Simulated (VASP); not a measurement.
# Zr3HC2 (P-3m1) in VASP: further runs, part 2 of 2

VASP 6.6.1. Earlier steps stand in the parts before.

**4. Single point, PBEsol**

Input file INCAR:

```
SYSTEM = Zr3HC2
PREC = Accurate
ENCUT = 520
EDIFF = 1E-6
ISMEAR = 0
SIGMA = 0.2
LREAL = .FALSE.
LASPH = .TRUE.
NELM = 60
ALGO = Normal
ISIF = 2
LWAVE = .FALSE.
LCHARG = .TRUE.
GGA = PS
LELF = .TRUE.
LVHAR = .TRUE.
NBANDS = 32
```

Input file KPOINTS:

```
regular mesh
0
G
  8 8 3
  0 0 0
```

Input file POSCAR:

```
Zr3HC2
1.0
    3.3595800000      0.0000000000      0.0000000000
   -1.6797900000      2.9094820000      0.0000000000
    0.0000000000      0.0000000000      8.0238460000
Zr H C
3 1 2
Direct
    0.0000000000      0.0000000000      0.5000000000
    0.3333333333      0.6666666667      0.1780850000
    0.6666666667      0.3333333333      0.8219150000
    0.0000000000      0.0000000000      0.0000000000
    0.3333333333      0.6666666667      0.6755830000
    0.6666666667      0.3333333333      0.3244170000
```

Potentials or basis: VASP PAW PBE potentials, release 64 (Zr_sv, H, C).

On the command line:

```console
cat potpaw_PBE.64/Zr_sv/POTCAR potpaw_PBE.64/H/POTCAR potpaw_PBE.64/C/POTCAR > POTCAR
mpirun -np 1 vasp_std > vasp.out
```

OUTCAR:

```text
SYSTEM = Zr3HC2
   PREC = Accurate
   ENCUT = 520
   EDIFF = 1E-6
   ISMEAR = 0
   LREAL = .FALSE.
   LASPH = .TRUE.
   NELM = 60
   ISIF = 2
   GGA = PS

 ion  position               nearest neighbor table
   1  0.000  0.000  0.500-   5 2.40   6 2.40   6 2.40   5 2.40   6 2.40   5 2.40   2 3.23   3 3.23
                             2 3.23   3 3.23   3 3.23   2 3.23
   2  0.333  0.667  0.178-   6 2.27   6 2.27   6 2.27   1 3.23   1 3.23   1 3.23   3 3.45   3 3.45
                             3 3.45
   3  0.667  0.333  0.822-   5 2.27   5 2.27   5 2.27   1 3.23   1 3.23   1 3.23   2 3.45   2 3.45
                             2 3.45
   4  0.000  0.000  0.000-
   5  0.333  0.667  0.676-   3 2.27   3 2.27   3 2.27   1 2.40   1 2.40   1 2.40
   6  0.667  0.333  0.324-   2 2.27   2 2.27   2 2.27   1 2.40   1 2.40   1 2.40

  LATTYP: Found a hexagonal cell.
 ALAT       =     3.3595800000
 C/A-ratio  =     2.3883479483

  Lattice vectors:

 A1 = (   3.3595800000,   0.0000000000,   0.0000000000)
 A2 = (  -1.6797900000,   2.9094820000,   0.0000000000)
 A3 = (   0.0000000000,   0.0000000000,   8.0238460000)

Analysis of symmetry for initial positions (statically):
=====================================================================
 Subroutine PRICEL returns:
 Original cell was already a primitive cell.

 Routine SETGRP: Setting up the symmetry group for a
 hexagonal supercell.

 Subroutine GETGRP returns: Found 12 space group operations
 (whereof 12 operations were pure point group operations)
 out of a pool of 24 trial point group operations.

The static configuration has the point symmetry D_3d.

Analysis of symmetry for dynamics (positions and initial velocities):
=====================================================================
 Subroutine PRICEL returns:
 Original cell was already a primitive cell.

 Routine SETGRP: Setting up the symmetry group for a
 hexagonal supercell.

 Subroutine GETGRP returns: Found 12 space group operations
 (whereof 12 operations were pure point group operations)
 out of a pool of 24 trial point group operations.

The dynamic configuration has the point symmetry D_3d.

 Subroutine INISYM returns: Found 12 space group operations
 (whereof 12 operations are pure point group operations),
 and found     1 'primitive' translations

----------------------------------------------------------------------------------------

                                     Primitive cell

  volume of cell :      78.4302

  direct lattice vectors                    reciprocal lattice vectors
     3.359580000  0.000000000  0.000000000     0.297656255  0.171851897  0.000000000
    -1.679790000  2.909482000  0.000000000     0.000000000  0.343703793  0.000000000
     0.000000000  0.000000000  8.023846000     0.000000000  0.000000000  0.124628514

  length of vectors
     3.359580000  3.359580324  8.023846000     0.343703826  0.343703793  0.124628514

  position of ions in fractional coordinates (direct lattice)
     0.000000000  0.000000000  0.500000000
     0.333333333  0.666666667  0.178085000
     0.666666667  0.333333333  0.821915000
     0.000000000  0.000000000  0.000000000
     0.333333333  0.666666667  0.675583000
     0.666666667  0.333333333  0.324417000

  ion indices of the primitive-cell ions
[... 36 lines left out ...]
  0.000000  0.000000  0.000000      1.000000
  0.125000 -0.000000  0.000000      6.000000
  0.250000 -0.000000  0.000000      6.000000
  0.375000 -0.000000  0.000000      6.000000
  0.500000 -0.000000  0.000000      3.000000
  0.125000  0.125000  0.000000      6.000000
[... 16 lines left out ...]
 -0.125000  0.500000  0.333333     12.000000
  0.250000  0.250000  0.333333     12.000000
   k-points           NKPTS =     25   k-points in BZ     NKDIM =     25   number of bands    NBANDS=     32
   number of dos      NEDOS =    301   number of ions     NIONS =      6
   total plane-waves  NPLWV =  47040
   dimension x,y,z NGX =    28 NGY =   28 NGZ =   60
   dimension x,y,z NGXF=    56 NGYF=   56 NGZF=  120
   ions per type =               3   1   2
   NGX,Y,Z   is equivalent  to a cutoff of  13.86, 13.86, 12.43 a.u.
   NGXF,Y,Z  is equivalent  to a cutoff of  27.71, 27.71, 24.86 a.u.
 SYSTEM =  Zr3HC2
   PREC   = accura    normal or accurate (medium, high low for compatibility)
   ISTART =      0    job   : 0-new  1-cont  2-samecut
   ICHARG =      2    charge: 1-file 2-atom 10-const
   ISPIN  =      1    spin polarized calculation?
   LNONCOLLINEAR =      F non collinear calculations
   LSORBIT =      F    spin-orbit coupling
   LASPH  =      T    aspherical Exc in radial PAW
   ENCUT  =  520.0 eV  38.22 Ry    6.18 a.u.   6.25  6.25 14.92*2*pi/ulx,y,z
   NELM   =     60;   NELMIN=  2; NELMDL= -5     # of ELM steps
   EDIFF  = 0.1E-05   stopping-criterion for ELM
   LREAL  =      F    real-space projection
   EDIFFG = 0.1E-04   stopping-criterion for IOM
   NSW    =      0    number of steps for IOM
   IBRION =     -1    ionic relax: 0-MD 1-quasi-New 2-CG
   NFREE  =      0    steps in history (QN), initial steepest desc. (CG)
   ISIF   =      2    stress and relaxation
   ISYM   =      2    0-nonsym 1-usesym 2-fastsym
   POTIM  = 0.5000    time-step for ionic-motion
   TEBEG  =    0.0;   TEEND  =   0.0 temperature during run
   PSTRESS=    0.0 pullay stress
   NELECT =      45.0000    total number of electrons
   NUPDOWN=      -1.0000    fix difference up-down
   EMIN   =  10.00;   EMAX   =-10.00  energy-range for DOS
   EFERMI =   0.00;   METHOD = LEGACY
   ISMEAR =     0;   SIGMA  =   0.20  broadening in eV -4-tet -1-fermi 0-gaus
   EFERMI_NEDOS =   21; number of points for ismear=-14 and -15
   IALGO  =     38    algorithm
   IMIX   =      4    mixing-type and parameters
     AMIX     =   0.40;   BMIX     =  1.00
     AMIX_MAG =   1.60;   BMIX_MAG =  1.00
  volume/ion in A,a.u.               =      13.07        88.21
  Fermi-wavevector in a.u.,A,eV,Ry     =   1.360352  2.570692 25.178359  1.850557
  Thomas-Fermi vector in A             =   2.487021
   LORBIT       =      0    0 simple, 1 ext, 2 COOP (PROOUT), +10 PAW based schemes
   GGA     = PS    functional components
   LHFCALC =     F    Hartree Fock is set to
   AEXX    =    0.0000 exact exchange contribution
   IVDW    =     0    specifies the selected vdW correction
   LEPSILON=     F    determine dielectric tensor
   LRPA    =     F    only Hartree local field effects (RPA)
 non-spin polarized calculation
 Gauss-broadening in eV      SIGMA  =   0.20
  energy-cutoff  :      520.00
  volume of cell :       78.43
 maximum number of plane-waves:      2141
 NGX is ok and might be reduce to    28
   NGX = 13   NGY = 13   NGZ = 29

 number of electron      45.0000000 magnetization

 Free energy of the ion-electron system (eV)
  ---------------------------------------------------
  ext. energy  EPLUGINS =         0.00000000
  ---------------------------------------------------
  free energy    TOTEN  =       -54.68356381 eV

  energy without entropy =      -54.60850784  energy(sigma->0) =      -54.64603582

 E-fermi :   9.2303     XC(G=0): -11.8676

 val. band max:        9.2188207683   @ k =   0.2500   0.1250   0.3333
 cond. band min:       9.2441200533   @ k =   0.1250  -0.0000   0.3333
 fundamental gap:      0.0252992850
 Fermi energy:         9.2303199388

 k-point     1 :       0.0000    0.0000    0.0000
  band No.  band energies     occupation
      1     -39.1816      2.00000
      2     -39.1395      2.00000
      3     -38.9660      2.00000
      4     -17.5790      2.00000
      5     -17.4851      2.00000
      6     -17.0314      2.00000
[... 829 lines left out ...]
     31      14.4035      0.00000
     32      14.9887      0.00000

 [... further k-points ...]

------------------------ aborting loop because EDIFF is reached ----------------------------------------

  FORCE on cell =-STRESS in cart. coord.  units (eV):
  Direction    XX          YY          ZZ          XY          YZ          ZX
  --------------------------------------------------------------------------------------
  -------------------------------------------------------------------------------------
  Total       -3.2478454     -3.2478463     -2.9007432      0.0000000      0.0000000      0.0000000
  in kB      -66.3472136    -66.3472306    -59.2565846      0.0000000      0.0000000      0.0000000
  external PRESSURE =     -63.9836763 kB  Pullay stress =       0.0000000 kB

 VOLUME and BASIS-vectors are now :
 -----------------------------------------------------------------------------
  energy-cutoff  :      520.00
  volume of cell :       78.43
      direct lattice vectors                 reciprocal lattice vectors
     3.359580000  0.000000000  0.000000000     0.297656255  0.171851897  0.000000000
    -1.679790000  2.909482000  0.000000000     0.000000000  0.343703793  0.000000000
     0.000000000  0.000000000  8.023846000     0.000000000  0.000000000  0.124628514

 POSITION                                       TOTAL-FORCE (eV/Angst)
 -----------------------------------------------------------------------------------
      0.00000      0.00000      4.01192         0.000000      0.000000      0.000000
     -0.00000      1.93965      1.42893        -0.000000     -0.000000      0.324688
      1.67979      0.96983      6.59492         0.000000      0.000000     -0.324688
      0.00000      0.00000      0.00000         0.000000      0.000000      0.000000
     -0.00000      1.93965      5.42077        -0.000000      0.000000     -0.058968
      1.67979      0.96983      2.60307         0.000000     -0.000000      0.058968
 -----------------------------------------------------------------------------------
    total drift:                                0.000000     -0.000000      0.000000

  FREE ENERGIE OF THE ION-ELECTRON SYSTEM (eV)
  ---------------------------------------------------
  free  energy   TOTEN  =       -54.6835638095 eV

  energy  without entropy=      -54.6085078350  energy(sigma->0) =      -54.64603582
```

It took 47 s on 1 thread of Intel Xeon Platinum 8559C (Emerald Rapids), shared host; peak memory 0.23 GiB.

What came out:

```
Free energy            : -54.6836 eV
Pressure               : -6.4 GPa
Largest force          : 0.325 eV/Å
Band gap on the k mesh : zero (an odd number of electrons rules out a gap without spin polarisation)
```

Forces in eV/Å, atoms in the order of the input:
```
Zr   0.000  0.000  0.000
Zr   0.000  0.000  0.325
Zr   0.000  0.000 -0.325
H    0.000  0.000  0.000
C    0.000  0.000 -0.059
C    0.000  0.000  0.059
```

Stress tensor (GPa, compression positive):
```
-6.63  0.00  0.00
 0.00 -6.63  0.00
 0.00  0.00 -5.93
```

Levels at points of the mesh, in eV from the Fermi level:
```tsv
k point	band 20	band 21	band 22	band 23	band 24	band 25	band 26	band 27
(0.00, 0.00, 0.00)	-1.95	-1.95	0.64	0.64	1.05	2.63	2.63	2.72
(0.50, 0.00, 0.00)	-2.30	-2.01	-1.78	0.19	1.99	3.04	3.09	3.79
```

Caveat: the cell stands under tension; the PAW data sets were made with another functional, which shifts forces and pressure a little; an odd number of electrons without spin polarisation forces a metal; a magnetic or distorted state may lie lower.

**5. Single point, PBEsol**

Input file INCAR:

```
ALGO     = Normal         # electronic algorithm
EDIFF    = 1E-7           # SCF threshold, eV
ENCUT    = 520            # plane-wave cutoff, eV
GGA      = PS             # functional
ISIF     = 2              # what is computed and relaxed
ISMEAR   = 0              # smearing method
LASPH    = T              # aspherical terms in the spheres
LCHARG   = F              # write CHGCAR
LREAL    = F              # projectors in reciprocal space
LWAVE    = F              # write WAVECAR
NBANDS   = 32             # bands
NELM     = 80             # most SCF steps
PREC     = Accurate       # precision mode
SIGMA    = 0.1            # smearing width, eV
```

Input file KPOINTS:

```
k-points
0
Gamma
  8 8 3
```

POSCAR is that of step 4.

On the command line:

```console
cat potpaw_PBE.64/Zr_sv/POTCAR potpaw_PBE.64/H/POTCAR potpaw_PBE.64/C/POTCAR > POTCAR
mpirun -np 1 vasp_std > vasp.out
```

It took 60 s on 1 thread of Intel Xeon Platinum 8559C (Emerald Rapids), shared host; peak memory 0.22 GiB.

Results (log left out):

```
Free energy            : -54.6516 eV
Pressure               : -6.4 GPa
Largest force          : 0.279 eV/Å
Band gap on the k mesh : zero (an odd number of electrons rules out a gap without spin polarisation)
```

Forces in eV/Å, atoms in the order of the input:
```
Zr   0.000  0.000  0.000
Zr   0.000  0.000  0.279
Zr   0.000  0.000 -0.279
H    0.000  0.000  0.000
C    0.000  0.000 -0.085
C    0.000  0.000  0.085
```

Stress tensor (GPa, compression positive):
```
-6.70  0.00  0.00
 0.00 -6.70  0.00
 0.00  0.00 -5.85
```

Levels at points of the mesh, in eV from the Fermi level:
| k point | band 21 | band 22 | band 23 | band 24 | band 25 | band 26 |
| --- | --- | --- | --- | --- | --- | --- |
| (0.00, 0.00, 0.00) | -1.95 | 0.64 | 0.64 | 1.05 | 2.62 | 2.62 |
| (0.50, 0.00, 0.00) | -2.01 | -1.79 | 0.19 | 1.98 | 3.04 | 3.09 |

Caveat: the cell stands under tension; the PAW data sets were made with another functional, which shifts forces and pressure a little; an odd number of electrons without spin polarisation forces a metal; a magnetic or distorted state may lie lower.

**6. Overview**

| smearing | gap on the mesh (eV) | pressure (GPa) | largest force (eV/Å) |
| --- | --- | --- | --- |
| gaussian 0.5 eV | none | -6.2 | 0.35 |
| gaussian 0.3 eV | none | -6.3 | 0.35 |
| gaussian 0.2 eV | none | -6.4 | 0.32 |
| gaussian 0.1 eV | none | -6.4 | 0.28 |

Alike in all rows: task single point; level PBEsol; potentials or basis VASP PAW PBE potentials, release 64 (Zr_sv, H, C); no spin polarisation; cell as given; k mesh 8 × 8 × 3; cutoff (eV) 520.

Caveats: the cell stands under tension; the PAW data sets were made with another functional, which shifts forces and pressure a little; an odd number of electrons without spin polarisation forces a metal; a magnetic or distorted state may lie lower; so wide a smearing shifts energies and pressures (at least some runs).

Total energies depend on the potentials used, so only differences within one code and one set of settings carry meaning.

The gap in the log of VASP goes by the Fermi energy; the results here count the filled bands.